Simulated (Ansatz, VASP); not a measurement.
## Two plane-wave programs on WS2

The input INCAR:

```
SYSTEM = WS2
PREC = Accurate
ENCUT = 520
EDIFF = 1E-6
ISMEAR = 0
SIGMA = 0.05
LREAL = .FALSE.
LASPH = .TRUE.
NELM = 60
ALGO = Normal
ISIF = 2
LWAVE = .FALSE.
LCHARG = .FALSE.
GGA = PS
IVDW = 12
NBANDS = 20
```

File KPOINTS:

```
Automatic mesh
0
G
  12 12 2
  0 0 0
```

Contents of POSCAR:

```
WS2
1.0
    3.1239380587      0.0000000000      0.0000000000
   -1.5619690294      2.7054097187      0.0000000000
    0.0000000000      0.0000000000     16.9375357456
W S
1 2
Direct
    0.3333333333      0.6666666667      0.0004036076
    0.6423383994      0.3333333333      0.9059939784
    0.6909949339      0.3333333333      0.0916916354
```

Input for Ansatz:

```yaml
crystal:
  lattice:
    - [3.1239380587, 0.0, 0.0]
    - [-1.5619690294, 2.7054097187, 0.0]
    - [0.0, 0.0, 16.9375357456]
  atoms:
    - { symbol: W, position: [0.3333333333, 0.6666666667, 0.0004036076] }
    - { symbol: S, position: [0.6423383994, 0.3333333333, 0.9059939784] }
    - { symbol: S, position: [0.6909949339, 0.3333333333, 0.0916916354] }
basis:
  ecutwfc: 420
kpoints:
  mp_grid: { grid: [12, 12, 2] }
hamiltonian:
  xc: pbesol
  pseudopotentials: { kind: paw, azcp: { folder: soft_1 } }
  dispersion: d3bj
scf:
  occupations: { method: gaussian, width: 0.05 }
output:
  forces: true
  stress: true
  eigenvalues: true
  write_density: true
  write_potential: true
  elf: true
  volumetric_format: npy
```

Change from the starting cell: mode 4 frozen in at -0.076 Å and mode 9 at -0.020 Å (largest displacements).

Alike in both runs: task single point; functional PBEsol; dispersion D3(BJ); k mesh 12 × 12 × 2; occupations gaussian, width 0.05 eV; no spin polarisation.

```csv
,VASP,Ansatz
version,VASP 6.6.1,Ansatz 0.2.0
potentials or method,"VASP PAW PBE potentials, release 64 (W_sv, S), cutoff 520 eV","scalar-relativistic, plane waves, PAW"
valence electrons in the cell,26,26
```

```csv
,VASP,Ansatz,Ansatz less VASP
gap on the k mesh at the Fermi level (eV),1.96,1.96,0.000
least direct gap on the mesh (eV),2.03,2.02,-0.004
rms of the force components (eV/Å),0.535,0.533,-0.0015
```

VASP's potentials were made for PBE, not for PBEsol, and Ansatz warns of the same on its side. Atom by atom the forces differ by 0.010 eV/Å (rms over components).

Neither program's run includes spin-orbit coupling.
